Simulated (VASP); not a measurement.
Wanted: the native input for a VASP 6.6.1 run.

```yaml
Task: single point
Functional: LDA
Potentials_or_basis: VASP PAW LDA potentials, release 64 (Na_pv, Cd)
Cutoff: 500 eV
k_mesh: 5 × 5 × 5
Occupations: fermi-dirac, width 0.1 eV
Spin: non-collinear spin, zero start, spin-orbit coupling
Starting_moments: "[[0.0, 0.0, 0.0], [0.0, 0.0, 0.0], [0.0, 0.0, 0.0], [0.0, 0.0, 0.0]] μB"
Dipole_correction: no
Further_INCAR_settings: ALGO = Normal; EDIFF = 1e-06; NBANDS = 47
```

The structure of Na3Cd lies in POSCAR:

```
Na3Cd
1.0
    0.0000000000      3.8762400000      3.8762400000
    3.8762400000      0.0000000000      3.8762400000
    3.8762400000      3.8762400000      0.0000000000
Na Cd
3 1
Direct
    0.2500000000      0.2500000000      0.2500000000
    0.7500000000      0.7500000000      0.7500000000
    0.5000000000      0.5000000000      0.5000000000
    0.0000000000      0.0000000000      0.0000000000
```

The input as run:

INCAR

```
PREC = Accurate
ENCUT = 500
EDIFF = 1E-6
ISMEAR = -1
SIGMA = 0.1
LREAL = F
LASPH = T
NELM = 200
ALGO = Normal
ISIF = 2
LWAVE = F
LCHARG = T
LNONCOLLINEAR = T
MAGMOM = 0 0 0 0 0 0 0 0 0 0 0 0
LORBIT = 11
LSORBIT = T
GGA_COMPAT = F
LORBMOM = T
GGA = CA
LVHAR = T
NBANDS = 47
```

KPOINTS

```
regular mesh
0
Gamma
  5 5 5
```

Potentials or basis: VASP PAW LDA potentials, release 64 (Na_pv, Cd).

Launch:

```bash
$ cat potpaw_LDA.64/Na_pv/POTCAR potpaw_LDA.64/Cd/POTCAR > POTCAR
$ mpirun -np 1 vasp_ncl > vasp.out
```

It gave:

The pressure is -1.4 GPa, the net moment is 0.00 μB per cell and the valence electrons inside the program's atomic spheres are Na 6.07; Cd 10.29.

Wall time 44 s on 1 thread of Intel(R) Xeon(R) 6975P-C (Granite Rapids), on a shared host, peak memory 0.38 GiB.
